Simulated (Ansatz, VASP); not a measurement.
Sr2CuSO2 in VASP and in Ansatz

Contents of INCAR:

```
SYSTEM = Sr2CuSO2
PREC     = Accurate       ! precision mode
ENCUT    = 520            ! plane-wave cutoff, eV
EDIFF    = 1E-6           ! SCF threshold, eV
ISMEAR   = -1             ! smearing method
SIGMA    = 0.05           ! smearing width, eV
LREAL    = .False.        ! projectors in reciprocal space
LASPH    = .True.         ! aspherical terms in the spheres
NELM     = 60             ! most SCF steps
ALGO     = Normal         ! electronic algorithm
ISIF     = 2              ! what is computed and relaxed
LWAVE    = .False.        ! write WAVECAR
LCHARG   = .False.        ! write CHGCAR
GGA      = PE             ! functional
NBANDS   = 34             ! bands
```

File KPOINTS:

```
Automatic mesh
0
Gamma
  7 7 4
  0 0 0
```

POSCAR

```
Sr2CuSO2
1.0
    3.9023430000      0.0000000000      0.0000000000
    0.0000000000      3.9023430000      0.0000000000
    0.0000000000      0.0000000000      6.8812800000
Sr Cu S O
2 1 1 2
Direct
    0.0005330000      0.0006860000      0.7436110000
   -0.0005620000     -0.0049180000      0.2428590000
    0.4888360000      0.5063220000     -0.0036160000
    0.5091690000      0.4895400000      0.5033420000
    0.4971710000     -0.0007140000      0.0057550000
   -0.0032250000      0.4983540000     -0.0044160000
```

File input.yaml:

```yaml
crystal:
  lattice:
    - [3.902343, 0.0, 0.0]
    - [0.0, 3.902343, 0.0]
    - [0.0, 0.0, 6.88128]
  atoms:
    - { symbol: Sr, position: [0.000533, 0.000686, 0.743611] }
    - { symbol: Sr, position: [-0.000562, -0.004918, 0.242859] }
    - { symbol: Cu, position: [0.488836, 0.506322, -0.003616] }
    - { symbol: S, position: [0.509169, 0.48954, 0.503342] }
    - { symbol: O, position: [0.497171, -0.000714, 0.005755] }
    - { symbol: O, position: [-0.003225, 0.498354, -0.004416] }
hamiltonian:
  xc: pbe
  pseudopotentials: { kind: paw }
kpoints:
  mp_grid: { grid: [7, 7, 4] }
scf:
  occupations: { method: fermi_dirac, width: 0.05 }
output:
  forces: true
  stress: true
  eigenvalues: true
  write_density: true
  write_potential: true
  elf: true
  volumetric_format: npy
```

Change from the starting cell: atoms moved at random, drawn with an rms of 0.05 Å.

Alike in both runs: task single point; functional PBE; k mesh 7 × 7 × 4; occupations fermi-dirac, width 0.05 eV; no spin polarisation.

```csv
,VASP,Ansatz
version,VASP 6.6.1,Ansatz 0.2.0
potentials or method,"VASP PAW PBE potentials, release 64 (Sr_sv, Cu, S, O)",Ansatz PAW
plane-wave cutoff (eV),520,420
valence electrons in the cell,49,57
```

|  | VASP | Ansatz | Ansatz less VASP |
| --- | --- | --- | --- |
| gap on the k mesh at the Fermi level (eV) | none | none | - |
| pressure (GPa) | 0.4 | 0.0 | -0.44 |
| traceless stress, the component that is largest in VASP (GPa) | 0.21 | 0.14 | -0.079 |
| rms of the force components (eV/Å) | 0.209 | 0.204 | -0.0049 |

Atom by atom the forces differ by 0.018 eV/Å (rms over components). A gap of «none» marks a metal or a gap that the smearing closes. The functional is the same, so the differences come from potentials, cutoffs and numerics. VASP's potentials hold 49 valence electrons a cell and Ansatz's 57, so a difference there can come from the potentials and not from the codes.
